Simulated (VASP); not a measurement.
Input of a VASP 6.6.1 run:

Contents of POSCAR:

```
CaSe
1.0
    0.0000000000      3.2795060436      3.2795060436
    3.2795060436      0.0000000000      3.2795060436
    3.2795060436      3.2795060436      0.0000000000
Ca Se
1 1
Direct
    0.0000000000      0.0000000000      0.0000000000
    0.2500000000      0.2500000000      0.2500000000
```

INCAR.step1

```
ALGO = Normal
EDIFF = 1E-4
ENCUT = 520
GGA = PE
ISMEAR = 0
LASPH = True
LCHARG = False
LREAL = False
LWAVE = True
NBANDS = 15
NELM = 80
PREC = Accurate
SIGMA = 0.05
```

File INCAR.step2:

```
ALGO = Normal
EDIFF = 1E-6
ENCUT = 520
ISIF = 2
ISMEAR = 0
ISTART = 1
LASPH = True
LCHARG = False
LMIXTAU = True
LREAL = False
LWAVE = False
METAGGA = R2SCAN
NBANDS = 15
NELM = 80
PREC = Accurate
SIGMA = 0.05
```

File KPOINTS:

```
k-points
0
Gamma
  6 6 6
```

Potentials or basis: VASP PAW PBE potentials, release 64 (Ca_sv, Se).

Command:

```bash
$ cat potpaw_PBE.64/Ca_sv/POTCAR potpaw_PBE.64/Se/POTCAR > POTCAR
$ cp INCAR.step1 INCAR
$ mpirun -np 1 vasp_std > vasp.out
$ cp INCAR.step2 INCAR
$ mpirun -np 1 vasp_std > vasp.out
```

(1) What does it give for the band gap on the k mesh?

(2) Estimate the pressure.

## Answers

(1) 3.69 eV, indirect (least direct gap 3.78 eV).

(2) 0.2 GPa.

Caveat: the PAW data sets were made with another functional, which shifts forces and pressure a little.
